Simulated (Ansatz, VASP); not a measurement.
## H2O in VASP and in Ansatz

INCAR

```
PREC = Accurate
ENCUT = 1000
EDIFF = 1E-6
ISMEAR = 0
SIGMA = 0.01
LREAL = F
LASPH = T
NELM = 120
ALGO = Normal
ISIF = 2
LWAVE = F
LCHARG = F
GGA = PE
IVDW = 12
NBANDS = 11
GGA_COMPAT = F
NELMDL = -8
```

KPOINTS

```
regular mesh
0
Gamma
  1 1 1
```

The input POSCAR:

```
H2O
1.0
   12.0000000000      0.0000000000      0.0000000000
    0.0000000000     12.5000000000      0.0000000000
    0.0000000000      0.0000000000     13.0000000000
O H
1 2
Direct
    0.5000000000      0.5000000000      0.5229517360
    0.5000000000      0.5611373503      0.4770566512
    0.5000000000      0.4388626497      0.4770566512
```

Input for Ansatz:

```yaml
crystal:
  lattice:
    - [12.0, 0.0, 0.0]
    - [0.0, 12.5, 0.0]
    - [0.0, 0.0, 13.0]
  atoms:
    - { symbol: O, position: [0.5, 0.5, 0.522951736] }
    - { symbol: H, position: [0.5, 0.5611373503, 0.4770566512] }
    - { symbol: H, position: [0.5, 0.4388626497, 0.4770566512] }
scf:
  occupations: { method: gaussian, width: 0.01 }
output:
  forces: true
hamiltonian:
  xc: pbe
  dispersion: d3bj
kpoints:
  mp_grid: { grid: [1, 1, 1] }
```

Alike in both runs: task single point; functional PBE; dispersion D3(BJ); k mesh 1 × 1 × 1; occupations gaussian, width 0.01 eV; no spin polarisation.

```csv
,VASP,Ansatz
version,VASP 6.6.1,Ansatz 0.2.0
potentials or method,"VASP PAW PBE potentials, release 64 (O_h, H_h)","scalar-relativistic, plane waves, PAW"
plane-wave cutoff (eV),1000,420
valence electrons in the cell,8,8
```

```csv
,VASP,Ansatz,Ansatz less VASP
rms of the force components (eV/Å),0.006,0.000,-0.0053
```

Atom by atom the forces differ by 0.006 eV/Å (rms over components).
